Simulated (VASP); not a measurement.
# Ta (Immm) in VASP: further runs

Runs on Ta. Level: PBE. Tasks: single point.

Program: VASP 6.6.1. These are calculated values, not measurements. Logs are shortened: lines on timing, memory, paths and dates and some standing lists are left out, and cuts for length are marked.

### Step 1. The cell of the first run

Symmetry: Immm, No. 71, orthorhombic system. Conventional cell: a = 3.319 Å, b = 3.568 Å, c = 3.684 Å, α = 90.00°, β = 90.00°, γ = 90.00°. Ta (site symmetry mmm) has 14 Ta at 3.05 to 3.68 Å within 4.0 Å.

### Step 2. Single point, PBE (normal strain along x +0.1100, normal strain along z +0.0750)

Input file INCAR:

```
SYSTEM = Ta
  ALGO = Fast
  EDIFF = 1E-6
  ENCUT = 520
  GGA = PE
  ISIF = 2
  ISMEAR = 0
  LASPH = .TRUE.
  LCHARG = .TRUE.
  LELF = .TRUE.
  LREAL = .FALSE.
  LVHAR = .TRUE.
  LWAVE = .FALSE.
  NBANDS = 12
  NELM = 60
  PREC = Accurate
  SIGMA = 0.15
```

Input file KPOINTS:

```
k-points
0
G
  18 18 18
  0 0 0
```

Input file POSCAR:

```
Ta
1.0
   -1.8420267615      1.6594835689      1.7839448366
    1.8420267615     -1.6594835689      1.7839448366
    1.8420267615      1.6594835689     -1.7839448366
Ta
1
Direct
    0.0000000000      0.0000000000      0.0000000000
```

Potentials or basis: VASP PAW PBE potentials, release 64 (Ta_pv).

On the command line:

```
> cat potpaw_PBE.64/Ta_pv/POTCAR > POTCAR
> mpirun -np 1 vasp_std > vasp.out
```

OUTCAR:

```text
SYSTEM = Ta
   EDIFF = 1E-6
   ENCUT = 520
   GGA = PE
   ISIF = 2
   ISMEAR = 0
   LASPH = .TRUE.
   LREAL = .FALSE.
   NELM = 60
   PREC = Accurate

 ion  position               nearest neighbor table
   1  0.000  0.000  0.000-

  LATTYP: Found a body centered orthorhombic cell.
 ALAT       =     3.3189671378
 B/A-ratio  =     1.0750000000
 C/A-ratio  =     1.1100000000

  Lattice vectors:

 A1 = (  -1.8420267615,  -1.6594835689,  -1.7839448366)
 A2 = (  -1.8420267615,   1.6594835689,   1.7839448366)
 A3 = (   1.8420267615,   1.6594835689,  -1.7839448366)

Analysis of symmetry for initial positions (statically):
=====================================================================
 Subroutine PRICEL returns:
 Original cell was already a primitive cell.

 Routine SETGRP: Setting up the symmetry group for a
 body centered orthorhombic supercell.

 Subroutine GETGRP returns: Found  8 space group operations
 (whereof  8 operations were pure point group operations)
 out of a pool of  8 trial point group operations.

The static configuration has the point symmetry D_2h.

Analysis of symmetry for dynamics (positions and initial velocities):
=====================================================================
 Subroutine PRICEL returns:
 Original cell was already a primitive cell.

 Routine SETGRP: Setting up the symmetry group for a
 body centered orthorhombic supercell.

 Subroutine GETGRP returns: Found  8 space group operations
 (whereof  8 operations were pure point group operations)
 out of a pool of  8 trial point group operations.

The dynamic configuration has the point symmetry D_2h.

 Subroutine INISYM returns: Found  8 space group operations
 (whereof  8 operations are pure point group operations),
 and found     1 'primitive' translations

----------------------------------------------------------------------------------------

                                     Primitive cell

  volume of cell :      21.8127

  direct lattice vectors                    reciprocal lattice vectors
    -1.842026762  1.659483569  1.783944837     0.000000000  0.301298554  0.280277725
     1.842026762 -1.659483569  1.783944837     0.271440139  0.000000000  0.280277725
     1.842026762  1.659483569 -1.783944837     0.271440139  0.301298554  0.000000000

  length of vectors
     3.054407878  3.054407878  3.054407878     0.411505069  0.390173490  0.405537381

  position of ions in fractional coordinates (direct lattice)
     0.000000000  0.000000000  0.000000000

  ion indices of the primitive-cell ions
   primitive index   ion index
                 1           1

----------------------------------------------------------------------------------------

 KPOINTS: k-points

Automatic generation of k-mesh.
 Grid dimensions read from file:
 generate k-points for:   18   18   18

 Generating k-lattice:

  Cartesian coordinates                     Fractional coordinates (reciprocal lattice)
     0.000000000  0.016738809  0.015570985     0.055555556  0.000000000  0.000000000
     0.015080008  0.000000000  0.015570985     0.000000000  0.055555556 -0.000000000
     0.015080008  0.016738809  0.000000000     0.000000000 -0.000000000  0.055555556

  Length of vectors
     0.022861393  0.021676305  0.022529855

  Shift w.r.t. Gamma in fractional coordinates (k-lattice)
     0.000000000  0.000000000  0.000000000

 Subroutine IBZKPT returns following result:
 ===========================================

 Found    865 irreducible k-points:

 Following reciprocal coordinates:
            Coordinates               Weight
  0.000000  0.000000  0.000000      1.000000
  0.055556 -0.000000  0.000000      4.000000
  0.111111 -0.000000  0.000000      4.000000
  0.166667 -0.000000  0.000000      4.000000
  0.222222 -0.000000  0.000000      4.000000
  0.277778 -0.000000  0.000000      4.000000
[... 16 lines left out ...]
 -0.333333  0.055556 -0.000000      8.000000
 -0.277778  0.055556 -0.000000      8.000000
 [... further k-points ...]
   k-points           NKPTS =    865   k-points in BZ     NKDIM =    865   number of bands    NBANDS=     12
   number of dos      NEDOS =    301   number of ions     NIONS =      1
   total plane-waves  NPLWV =  13824
   dimension x,y,z NGX =    24 NGY =   24 NGZ =   24
   dimension x,y,z NGXF=    48 NGYF=   48 NGZF=   48
   ions per type =               1
   NGX,Y,Z   is equivalent  to a cutoff of  13.06, 13.06, 13.06 a.u.
   NGXF,Y,Z  is equivalent  to a cutoff of  26.13, 26.13, 26.13 a.u.
 SYSTEM =  Ta
   PREC   = accura    normal or accurate (medium, high low for compatibility)
   ISTART =      0    job   : 0-new  1-cont  2-samecut
   ICHARG =      2    charge: 1-file 2-atom 10-const
   ISPIN  =      1    spin polarized calculation?
   LNONCOLLINEAR =      F non collinear calculations
   LSORBIT =      F    spin-orbit coupling
   LASPH  =      T    aspherical Exc in radial PAW
   ENCUT  =  520.0 eV  38.22 Ry    6.18 a.u.   5.68  5.68  5.68*2*pi/ulx,y,z
   NELM   =     60;   NELMIN=  2; NELMDL= -5     # of ELM steps
   EDIFF  = 0.1E-05   stopping-criterion for ELM
   LREAL  =      F    real-space projection
   EDIFFG = 0.1E-04   stopping-criterion for IOM
   NSW    =      0    number of steps for IOM
   IBRION =     -1    ionic relax: 0-MD 1-quasi-New 2-CG
   NFREE  =      0    steps in history (QN), initial steepest desc. (CG)
   ISIF   =      2    stress and relaxation
   ISYM   =      2    0-nonsym 1-usesym 2-fastsym
   POTIM  = 0.5000    time-step for ionic-motion
   TEBEG  =    0.0;   TEEND  =   0.0 temperature during run
   PSTRESS=    0.0 pullay stress
   NELECT =      11.0000    total number of electrons
   NUPDOWN=      -1.0000    fix difference up-down
   EMIN   =  10.00;   EMAX   =-10.00  energy-range for DOS
   EFERMI =   0.00;   METHOD = LEGACY
   ISMEAR =     0;   SIGMA  =   0.15  broadening in eV -4-tet -1-fermi 0-gaus
   EFERMI_NEDOS =   21; number of points for ismear=-14 and -15
   IALGO  =     68    algorithm
   IMIX   =      4    mixing-type and parameters
     AMIX     =   0.40;   BMIX     =  1.00
     AMIX_MAG =   1.60;   BMIX_MAG =  1.00
  volume/ion in A,a.u.               =      21.81       147.20
  Fermi-wavevector in a.u.,A,eV,Ry     =   1.303074  2.462452 23.102705  1.698001
  Thomas-Fermi vector in A             =   2.434100
   LORBIT       =      0    0 simple, 1 ext, 2 COOP (PROOUT), +10 PAW based schemes
   GGA     = PE    functional components
   LHFCALC =     F    Hartree Fock is set to
   AEXX    =    0.0000 exact exchange contribution
   IVDW    =     0    specifies the selected vdW correction
   LEPSILON=     F    determine dielectric tensor
   LRPA    =     F    only Hartree local field effects (RPA)
 non-spin polarized calculation
 RMM-DIIS sequential band-by-band and
 Gauss-broadening in eV      SIGMA  =   0.15
  energy-cutoff  :      520.00
  volume of cell :       21.81
 maximum number of plane-waves:       599
   NGX = 11   NGY = 11   NGZ = 11

 number of electron      11.0000001 magnetization

 Free energy of the ion-electron system (eV)
  ---------------------------------------------------
  ext. energy  EPLUGINS =         0.00000000
  ---------------------------------------------------
  free energy    TOTEN  =       -11.49353358 eV

  energy without entropy =      -11.47411443  energy(sigma->0) =      -11.48382400

 E-fermi :   4.0865     XC(G=0): -11.6698

 val. band max:        4.0852672768   @ k =  -0.1111   0.3333  -0.0000
 cond. band min:       4.0872461128   @ k =  -0.1111   0.4444   0.1111
 fundamental gap:      0.0019788359
 Fermi energy:         4.0865194486

 k-point     1 :       0.0000    0.0000    0.0000
  band No.  band energies     occupation
      1     -29.7823      2.00000
      2     -29.7798      2.00000
      3     -29.7667      2.00000
      4      -3.1125      2.00000
      5       4.1772      0.39273
      6       4.9608      0.00000
      7       5.2403      0.00000
      8       6.6530      0.00000
      9       7.9072      0.00000
     10      17.5085      0.00000
     11      17.9550      0.00000
     12      19.2316      0.00000

 k-point     2 :       0.0556   -0.0000    0.0000
  band No.  band energies     occupation
      1     -29.7940      2.00000
      2     -29.7891      2.00000
      3     -29.7727      2.00000
      4      -2.9964      2.00000
      5       4.1933      0.31401
      6       4.9688      0.00000
      7       5.2013      0.00000
      8       6.6678      0.00000
      9       7.8114      0.00000
     10      17.7227      0.00000
     11      18.1448      0.00000
     12      19.3349      0.00000

 k-point     3 :       0.1111   -0.0000    0.0000
  band No.  band energies     occupation
      1     -29.8475      2.00000
      2     -29.8087      2.00000
      3     -29.7772      2.00000
      4      -2.6564      2.00000
      5       4.1350      0.64795
      6       5.0537      0.00000
      7       5.1169      0.00000
      8       6.7313      0.00000
      9       7.6061      0.00000
     10      18.3419      0.00000
     11      18.5714      0.00000
     12      19.5785      0.00000

 k-point     4 :       0.1667   -0.0000    0.0000
  band No.  band energies     occupation
      1     -29.9306      2.00000
      2     -29.8385      2.00000
      3     -29.7818      2.00000
      4      -2.1199      2.00000
      5       3.9038      1.91500
      6       4.7628      0.00000
      7       5.5434      0.00000
      8       6.8843      0.00000
      9       7.4384      0.00000
     10      18.7557      0.00000
     11      19.3062      0.00000
     12      19.7969      0.00000

 k-point     5 :       0.2222   -0.0000    0.0000
  band No.  band energies     occupation
      1     -30.0310      2.00000
      2     -29.8748      2.00000
      3     -29.7872      2.00000
      4      -1.4396      2.00000
      5       3.5814      2.00000
      6       4.3950      0.00364
      7       6.2068      0.00000
      8       7.1435      0.00000
      9       7.3742      0.00000
     10      18.1797      0.00000
     11      19.5774      0.00000
     12      20.5336      0.00000
[... 228 lines left out ...]
      1     -30.3378      2.00000
      2     -29.9917      2.00000
      3     -29.8125      2.00000
      4       0.4932      2.00000
      5       2.6628      2.00000
      6       4.5985      0.00000
      7       7.4294      0.00000
      8       8.5081      0.00000
      9       9.5073      0.00000
     10      13.9318      0.00000
     11      15.3644      0.00000
     12      18.1069      0.00000

 k-point    22 :      -0.3889    0.0556   -0.0000
  band No.  band energies     occupation
      1     -30.2769      2.00000
      2     -29.9658      2.00000
      3     -29.8096      2.00000
      4       0.2379      2.00000
      5       2.8432      2.00000
      6       4.1397      0.61631
      7       7.3258      0.00000
      8       8.2380      0.00000
      9       8.6035      0.00000
     10      15.3146      0.00000
     11      16.1158      0.00000
     12      19.3430      0.00000

 k-point    23 :      -0.3333    0.0556   -0.0000
  band No.  band energies     occupation
      1     -30.1928      2.00000
      2     -29.9310      2.00000
      3     -29.8052      2.00000
      4      -0.2786      2.00000
      5       3.1018      2.00000
      6       3.9860      1.65657
      7       7.1899      0.00000
      8       7.5597      0.00000
      9       7.9742      0.00000
     10      16.8311      0.00000
     11      17.2727      0.00000
     12      20.4436      0.00000

 k-point    24 :      -0.2778    0.0556   -0.0000
  band No.  band energies     occupation
      1     -30.0948      2.00000
      2     -29.8913      2.00000
      3     -29.7999      2.00000
      4      -0.9779      2.00000
      5       3.4171      2.00000
      6       4.1529      0.53143
      7       6.6515      0.00000
      8       7.1318      0.00000
      9       7.5980      0.00000
     10      17.9435      0.00000
     11      18.0606      0.00000
     12      18.8918      0.00000

 [... further k-points ...]

------------------------ aborting loop because EDIFF is reached ----------------------------------------

  FORCE on cell =-STRESS in cart. coord.  units (eV):
  Direction    XX          YY          ZZ          XY          YZ          ZX
  --------------------------------------------------------------------------------------
  -------------------------------------------------------------------------------------
  Total       -3.5360878     -2.9886521     -3.2843838      0.0000000      0.0000000      0.0000000
  in kB     -259.7307169   -219.5207816   -241.2426979      0.0000000      0.0000000      0.0000000
  external PRESSURE =    -240.1647321 kB  Pullay stress =       0.0000000 kB

 VOLUME and BASIS-vectors are now :
 -----------------------------------------------------------------------------
  energy-cutoff  :      520.00
  volume of cell :       21.81
      direct lattice vectors                 reciprocal lattice vectors
    -1.842026762  1.659483569  1.783944837     0.000000000  0.301298554  0.280277725
     1.842026762 -1.659483569  1.783944837     0.271440139  0.000000000  0.280277725
     1.842026762  1.659483569 -1.783944837     0.271440139  0.301298554  0.000000000

 POSITION                                       TOTAL-FORCE (eV/Angst)
 -----------------------------------------------------------------------------------
      0.00000      0.00000      0.00000        -0.000000     -0.000000      0.000000
 -----------------------------------------------------------------------------------
    total drift:                                0.000000      0.000000      0.000000

  FREE ENERGIE OF THE ION-ELECTRON SYSTEM (eV)
  ---------------------------------------------------
  free  energy   TOTEN  =       -11.4935335774 eV

  energy  without entropy=      -11.4741144269  energy(sigma->0) =      -11.48382400
```

It took 62 s on 1 thread of Intel Xeon 6975P-C (Granite Rapids), shared host; peak memory 0.32 GiB.

Results:

- Free energy: -11.4935 eV
- Pressure: -24.0 GPa
- Band gap on the k mesh: zero (an odd number of electrons rules out a gap without spin polarisation)

Stress tensor (GPa, compression positive):
```
-25.97   0.00   0.00
  0.00 -21.95   0.00
  0.00   0.00 -24.12
```

Caveat: the cell differs from its parent crystal (normal strain along x +0.1100, normal strain along z +0.0750); the cell stands under tension; spin-orbit coupling is left out, which moves the levels of the heavy elements.

### Step 3. Single point, PBE (normal strain along x +0.0825, normal strain along z +0.1125)

INCAR: that of step 2 with these lines changed.

```diff
@@ -2,3 +2,3 @@
   ALGO = Fast
-  EDIFF = 1E-6
+  EDIFF = 1E-7
   ENCUT = 520
@@ -14,3 +14,3 @@
   NBANDS = 12
-  NELM = 60
+  NELM = 100
   PREC = Accurate
```

KPOINTS is that of step 2.

Input file POSCAR:

```
Ta
1.0
   -1.7963909633      1.6594835689      1.8461754704
    1.7963909633     -1.6594835689      1.8461754704
    1.7963909633      1.6594835689     -1.8461754704
Ta
1
Direct
    0.0000000000      0.0000000000      0.0000000000
```

Potentials or basis: VASP PAW PBE potentials, release 64 (Ta_pv).

On the command line:

```
> cat potpaw_PBE.64/Ta_pv/POTCAR > POTCAR
> mpirun -np 1 vasp_std > vasp.out
```

Run time: 72 s. Hardware: 1 thread of Intel Xeon 6975P-C (Granite Rapids), shared host; peak memory 0.32 GiB.

It converged, with:

```yaml
Free_energy: -11.4622 eV
Pressure: -24.8 GPa
Band_gap_on_the_k_mesh: zero (an odd number of electrons rules out a gap without spin polarisation)
```

Stress tensor (GPa, compression positive):
```
-24.98   0.00   0.00
  0.00 -22.90   0.00
  0.00   0.00 -26.53
```

Levels at points of the mesh, in eV from the Fermi level:
| k point | band 1 | band 2 | band 3 | band 4 | band 5 | band 6 | band 7 | band 8 | band 9 | band 10 |
| --- | --- | --- | --- | --- | --- | --- | --- | --- | --- | --- |
| (0.00, 0.00, 0.00) | -33.90 | -33.90 | -33.89 | -7.16 | 0.06 | 0.91 | 1.14 | 2.51 | 3.80 | 13.39 |
| (0.50, 0.00, 0.00) | -34.49 | -34.10 | -33.92 | -3.59 | -1.26 | 0.99 | 2.85 | 4.43 | 5.87 | 8.82 |
| (0.00, 0.50, 0.00) | -34.49 | -34.05 | -33.88 | -3.75 | -0.39 | 0.52 | 2.20 | 3.49 | 5.80 | 8.46 |
| (0.50, 0.50, 0.00) | -34.48 | -34.12 | -33.93 | -3.55 | -1.52 | 1.14 | 3.28 | 4.47 | 5.96 | 8.96 |
| (0.50, 0.50, 0.50) | -34.37 | -34.34 | -34.24 | -2.91 | -2.74 | 5.15 | 5.23 | 5.46 | 5.96 | 6.59 |

Caveat: the cell differs from its parent crystal (normal strain along x +0.0825, normal strain along z +0.1125); the cell stands under tension; spin-orbit coupling is left out, which moves the levels of the heavy elements.
